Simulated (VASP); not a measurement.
# Ru (I4_1/amd) in VASP: relaxation of cell and atoms with PBE

Aim: the relaxation of cell and atoms of Ru with PBE.

Program: VASP 6.6.1. These are calculated values, not measurements. Logs are shortened: lines on timing, memory, paths and dates and some standing lists are left out, and cuts for length are marked.

## (1) The cell of the first run

The structure is tetragonal, space group I4_1/amd (No. 141). Conventional cell: a = 4.465 Å, b = 4.465 Å, c = 2.457 Å, α = 90.00°, β = 90.00°, γ = 90.00°. Within 3.1 Å of Ru (site symmetry -4m2) lie 10 Ru at 2.32 to 2.89 Å.

## (2) Relaxation of cell and atoms, PBE, target pressure 93 GPa, at which the enthalpy is minimised

INCAR reads:

```
SYSTEM = Ru
PREC = Accurate
ENCUT = 600
EDIFF = 1E-6
ISMEAR = -1
SIGMA = 0.08
LREAL = .False.
LASPH = .True.
NELM = 60
ALGO = Normal
ISIF = 3
LWAVE = .False.
LCHARG = .False.
GGA = PE
IBRION = 2
NSW = 32
EDIFFG = -0.005
PSTRESS = 930.0
```

KPOINTS reads:

```
regular mesh
0
Gamma
  18 18 18
  0 0 0
```

POSCAR reads:

```
Ru
1.0
   -2.2326340069      2.2326340069      1.2282534994
    2.2326340069     -2.2326340069      1.2282534994
    2.2326340069      2.2326340069     -1.2282534994
Ru
2
Direct
   -0.3750000000     -0.1250000000     -0.2500000000
    0.3750000000      0.1250000000      0.2500000000
```

Potentials or basis: VASP PAW PBE potentials, release 64 (Ru_pv).

Started as:

```
$ cat potpaw_PBE.64/Ru_pv/POTCAR > POTCAR
$ mpirun -np 1 vasp_std > vasp.out
```

OUTCAR:

```text
SYSTEM = Ru
   PREC = Accurate
   ENCUT = 600
   EDIFF = 1E-6
   ISMEAR = -1
   LREAL = .False.
   LASPH = .True.
   NELM = 60
   ISIF = 3
   GGA = PE
   IBRION = 2
   NSW = 32
   EDIFFG = -0.005
   PSTRESS = 930.0

 ion  position               nearest neighbor table
   1  0.625  0.875  0.750-   2 2.32   2 2.32   2 2.32   2 2.32   2 2.89   2 2.89   2 2.89   2 2.89

   2  0.375  0.125  0.250-   1 2.32   1 2.32   1 2.32   1 2.32   1 2.89   1 2.89   1 2.89   1 2.89

  LATTYP: Found a body centered tetragonal cell.
 ALAT       =     4.4652680138
 C/A-ratio  =     0.5501365184

  Lattice vectors:

 A1 = (  -2.2326340069,   2.2326340069,   1.2282534994)
 A2 = (   2.2326340069,  -2.2326340069,   1.2282534994)
 A3 = (   2.2326340069,   2.2326340069,  -1.2282534994)

Analysis of symmetry for initial positions (statically):
=====================================================================
 Subroutine PRICEL returns:
 Original cell was already a primitive cell.

 Routine SETGRP: Setting up the symmetry group for a
 body centered tetragonal supercell.

 Subroutine GETGRP returns: Found 16 space group operations
 (whereof  4 operations were pure point group operations)
 out of a pool of 16 trial point group operations.

The static configuration has the point symmetry C_2h.
 The point group associated with its full space group is D_4h.

Analysis of symmetry for dynamics (positions and initial velocities):
=====================================================================
 Subroutine PRICEL returns:
 Original cell was already a primitive cell.

 Routine SETGRP: Setting up the symmetry group for a
 body centered tetragonal supercell.

 Subroutine GETGRP returns: Found 16 space group operations
 (whereof  4 operations were pure point group operations)
 out of a pool of 16 trial point group operations.

The dynamic configuration has the point symmetry C_2h.
 The point group associated with its full space group is D_4h.

 Subroutine INISYM returns: Found 16 space group operations
 (whereof  4 operations are pure point group operations),
 and found     1 'primitive' translations

----------------------------------------------------------------------------------------

                                     Primitive cell

  volume of cell :      24.4897

  direct lattice vectors                    reciprocal lattice vectors
    -2.232634007  2.232634007  1.228253499     0.000000000  0.223950723  0.407082089
     2.232634007 -2.232634007  1.228253499     0.223950723  0.000000000  0.407082089
     2.232634007  2.232634007 -1.228253499     0.223950723  0.223950723  0.000000000

  length of vectors
     3.387907300  3.387907300  3.387907300     0.464617857  0.464617857  0.316714150

  position of ions in fractional coordinates (direct lattice)
     0.625000000  0.875000000  0.750000000
     0.375000000  0.125000000  0.250000000

  ion indices of the primitive-cell ions
   primitive index   ion index
                 1           1
                 2           2

----------------------------------------------------------------------------------------

 KPOINTS: regular mesh

Automatic generation of k-mesh.
 Grid dimensions read from file:
 generate k-points for:   18   18   18

 Generating k-lattice:

  Cartesian coordinates                     Fractional coordinates (reciprocal lattice)
     0.000000000  0.012441707  0.022615672     0.055555556  0.000000000  0.000000000
     0.012441707  0.000000000  0.022615672     0.000000000  0.055555556  0.000000000
     0.012441707  0.012441707  0.000000000     0.000000000  0.000000000  0.055555556

  Length of vectors
     0.025812103  0.025812103  0.017595231

  Shift w.r.t. Gamma in fractional coordinates (k-lattice)
     0.000000000  0.000000000  0.000000000

 Subroutine IBZKPT returns following result:
 ===========================================

 Found    480 irreducible k-points:

 Following reciprocal coordinates:
            Coordinates               Weight
  0.000000  0.000000  0.000000      1.000000
  0.055556  0.000000 -0.000000      8.000000
  0.111111  0.000000 -0.000000      8.000000
  0.166667  0.000000 -0.000000      8.000000
  0.222222  0.000000  0.000000      8.000000
  0.277778  0.000000 -0.000000      8.000000
[... 16 lines left out ...]
 -0.277778  0.055556  0.000000     16.000000
 -0.222222  0.055556  0.000000     16.000000
 [... further k-points ...]
   k-points           NKPTS =    480   k-points in BZ     NKDIM =    480   number of bands    NBANDS=     18
   number of dos      NEDOS =    301   number of ions     NIONS =      2
   total plane-waves  NPLWV =  21952
   dimension x,y,z NGX =    28 NGY =   28 NGZ =   28
   dimension x,y,z NGXF=    56 NGYF=   56 NGZF=   56
   ions per type =               2
   NGX,Y,Z   is equivalent  to a cutoff of  13.74, 13.74, 13.74 a.u.
   NGXF,Y,Z  is equivalent  to a cutoff of  27.48, 27.48, 27.48 a.u.
 SYSTEM =  Ru
   PREC   = accura    normal or accurate (medium, high low for compatibility)
   ISTART =      0    job   : 0-new  1-cont  2-samecut
   ICHARG =      2    charge: 1-file 2-atom 10-const
   ISPIN  =      1    spin polarized calculation?
   LNONCOLLINEAR =      F non collinear calculations
   LSORBIT =      F    spin-orbit coupling
   LASPH  =      T    aspherical Exc in radial PAW
   ENCUT  =  600.0 eV  44.10 Ry    6.64 a.u.   6.77  6.77  6.77*2*pi/ulx,y,z
   NELM   =     60;   NELMIN=  2; NELMDL= -5     # of ELM steps
   EDIFF  = 0.1E-05   stopping-criterion for ELM
   LREAL  =      F    real-space projection
   EDIFFG = -.5E-02   stopping-criterion for IOM
   NSW    =     32    number of steps for IOM
   IBRION =      2    ionic relax: 0-MD 1-quasi-New 2-CG
   NFREE  =      1    steps in history (QN), initial steepest desc. (CG)
   ISIF   =      3    stress and relaxation
   ISYM   =      2    0-nonsym 1-usesym 2-fastsym
   POTIM  = 0.5000    time-step for ionic-motion
   TEBEG  =    0.0;   TEEND  =   0.0 temperature during run
   PSTRESS=  930.0 pullay stress
   NELECT =      28.0000    total number of electrons
   NUPDOWN=      -1.0000    fix difference up-down
   EMIN   =  10.00;   EMAX   =-10.00  energy-range for DOS
   EFERMI =   0.00;   METHOD = LEGACY
   ISMEAR =    -1;   SIGMA  =   0.08  broadening in eV -4-tet -1-fermi 0-gaus
   EFERMI_NEDOS =   21; number of points for ismear=-14 and -15
   IALGO  =     38    algorithm
   IMIX   =      4    mixing-type and parameters
     AMIX     =   0.40;   BMIX     =  1.00
     AMIX_MAG =   1.60;   BMIX_MAG =  1.00
  volume/ion in A,a.u.               =      12.24        82.63
  Fermi-wavevector in a.u.,A,eV,Ry     =   1.711853  3.234933 39.871069  2.930441
  Thomas-Fermi vector in A             =   2.789890
   LORBIT       =      0    0 simple, 1 ext, 2 COOP (PROOUT), +10 PAW based schemes
   GGA     = PE    functional components
   LHFCALC =     F    Hartree Fock is set to
   AEXX    =    0.0000 exact exchange contribution
   IVDW    =     0    specifies the selected vdW correction
   LEPSILON=     F    determine dielectric tensor
   LRPA    =     F    only Hartree local field effects (RPA)
 conjugate gradient relaxation of ions
 non-spin polarized calculation
  energy-cutoff  :      600.00
  volume of cell :       24.49
 maximum number of plane-waves:       829
   NGX = 13   NGY = 13   NGZ = 13

--------------------------------------- Ionic step        1  -------------------------------------------

 number of electron      27.9999997 magnetization

 Free energy of the ion-electron system (eV)
  ---------------------------------------------------
  ext. energy  EPLUGINS =         0.00000000
  ---------------------------------------------------
  free energy    TOTEN  =       -15.14713412 eV

  energy without entropy =      -15.08176969  energy(sigma->0) =      -15.11445191

------------------------ aborting loop because EDIFF is reached ----------------------------------------

  FORCE on cell =-STRESS in cart. coord.  units (eV):
  Direction    XX          YY          ZZ          XY          YZ          ZX
  --------------------------------------------------------------------------------------
  -------------------------------------------------------------------------------------
  Total       14.3918875     14.3918875     14.2740063     -0.0000000     -0.0000000      0.0000000
  in kB      941.5540679    941.5540679    933.8419813     -0.0000000     -0.0000000      0.0000000
  external PRESSURE =       8.9833724 kB  Pullay stress =     930.0000000 kB
[... 251 lines left out ...]
  enthalpy is  TOTEN    =        -0.9320205686 eV   P V=       14.2352901506

--------------------------------------- Ionic step        8  -------------------------------------------

 number of electron      27.9999998 magnetization

 Free energy of the ion-electron system (eV)
  ---------------------------------------------------
  ext. energy  EPLUGINS =         0.00000000
  ---------------------------------------------------
  free energy    TOTEN  =       -15.16812376 eV

  energy without entropy =      -15.10282453  energy(sigma->0) =      -15.13547414

 E-fermi :  14.9753     XC(G=0): -14.6460

 val. band max:       14.9749745463   @ k =  -0.3333  -0.3333   0.1667
 cond. band min:      14.9764078700   @ k =  -0.4444  -0.4444   0.1667
 fundamental gap:      0.0014333237
 Fermi energy:        14.9753343605

 k-point     1 :       0.0000    0.0000    0.0000
  band No.  band energies     occupation
      1     -29.1504      2.00000
      2     -29.1504      2.00000
      3     -27.5685      2.00000
      4     -27.5425      2.00000
      5     -27.4022      2.00000
      6     -27.4022      2.00000
[... 10 lines left out ...]
     17      19.2797      0.00000
     18      22.7569      0.00000
[... 466 lines left out ...]
      2     -28.9203      2.00000
      3     -27.9839      2.00000
      4     -27.8664      2.00000
      5     -27.5451      2.00000
      6     -27.3787      2.00000
[... 10 lines left out ...]
     17      18.2767      0.00000
     18      24.0708      0.00000

 [... further k-points ...]

------------------------ aborting loop because EDIFF is reached ----------------------------------------

  FORCE on cell =-STRESS in cart. coord.  units (eV):
  Direction    XX          YY          ZZ          XY          YZ          ZX
  --------------------------------------------------------------------------------------
  -------------------------------------------------------------------------------------
  Total       14.2265715     14.2265715     14.2290577      0.0000000     -0.0000000      0.0000000
  in kB      929.3774219    929.3774219    929.5398332      0.0000000     -0.0000000      0.0000000
  external PRESSURE =      -0.5684410 kB  Pullay stress =     930.0000000 kB
[... 17 lines left out ...]
  FREE ENERGIE OF THE ION-ELECTRON SYSTEM (eV)
  ---------------------------------------------------
  free  energy   TOTEN  =       -15.1681237576 eV

  energy  without entropy=      -15.1028245271  energy(sigma->0) =      -15.13547414

  enthalpy is  TOTEN    =        -0.9320220119 eV   P V=       14.2361017457

 reached required accuracy - stopping structural energy minimisation
```

Run time: 17 min. Hardware: 1 thread of Intel Xeon Platinum 8259CL at 2.50GHz (Skylake/Cascade Lake), shared host; peak memory 0.34 GiB.

Results:

- Free energy: -15.1681 eV
- Relaxed volume: 12.26 Å³/atom
- Relaxed cell: a = 3.391 Å, b = 3.391 Å, c = 3.391 Å, α = 97.53°, β = 97.53°, γ = 137.56°
- Space group after relaxing (to 0.1 Å): I4_1/amd (No. 141)
- Energy change on relaxing (the run minimises the enthalpy): -10.5 meV/atom
- Ionic steps: 8
- Pressure after relaxing: 92.9 GPa
- Band gap on the k mesh: zero (bands 14 and 15 overlap by 2.12 eV)

The path:
| step | energy change (eV) | largest force (eV/Å) | pressure (GPa) | volume (Å³) |
| --- | --- | --- | --- | --- |
| 1 | 0.0000 | 0.0000 | 93.90 | 24.49 |
| 2 | -0.1383 | 0.0000 | 87.72 | 24.73 |
| 3 | -0.0227 | 0.0000 | 92.93 | 24.53 |
| 4 | -0.0232 | 0.0000 | 92.94 | 24.53 |
| 5 | -0.0815 | 0.0000 | 90.29 | 24.63 |
| 6 | -0.0240 | 0.0000 | 92.85 | 24.53 |
| 7 | -0.0202 | 0.0000 | 92.96 | 24.52 |
| 8 | -0.0210 | 0.0000 | 92.94 | 24.53 |

Final structure:
```
Ru
1.0
    -2.23514    2.23514    1.22729
     2.23514   -2.23514    1.22729
     2.23514    2.23514   -1.22729
Ru
2
Direct
  0.62500 0.87500 0.75000
  0.37500 0.12500 0.25000
```

Caveat: the cell is relaxed towards a set pressure, so the run minimises the enthalpy, not the energy.
